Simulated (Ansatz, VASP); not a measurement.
## Bi2Te2O: VASP beside Ansatz

```xyz
5
Lattice="5.4395 0.0000 0.0000 -2.7197 4.7107 0.0000 0.0000 0.0000 7.4779" Properties=species:S:1:pos:R:3 pbc="T T T"
Bi    0.0000    0.0000    1.6263
Bi    0.0000    0.0000    5.8515
Te    0.0000    3.1405    0.0000
Te    2.7197    1.5702    0.0000
O     0.0000    0.0000    3.7389
```

Alike in both runs: functional PBE; k mesh 6 × 6 × 2; occupations gaussian, width 0.1 eV; no spin polarisation.

Ansatz relaxed the structure, and its values are those at the end. VASP's run is a single point on that final structure, the one shown.

```csv
,VASP,Ansatz
version,VASP 6.6.1,Ansatz 0.2.0
potentials or method,"VASP PAW PBE potentials, release 64 (Bi_d, Te, O), cutoff 520 eV","scalar-relativistic, plane waves, PAW"
valence electrons in the cell,48,68
```

Ansatz gave:

- gap on the k mesh at the Fermi level (eV): none
- pressure (GPa): 0.0
- rms of the force components (eV/Å): 0.001

Question: What did VASP give for the same quantities?

Answer: gap on the k mesh at the Fermi level (eV): none; pressure (GPa): 0.0; rms of the force components (eV/Å): 0.015.

A gap of «none» marks a metal or a gap that the smearing closes. VASP's potentials hold 48 valence electrons a cell and Ansatz's 68, so a difference there can come from the potentials and not from the codes.

The k mesh is coarse, so the values compare programs but aren't converged. Spin-orbit coupling is off throughout.
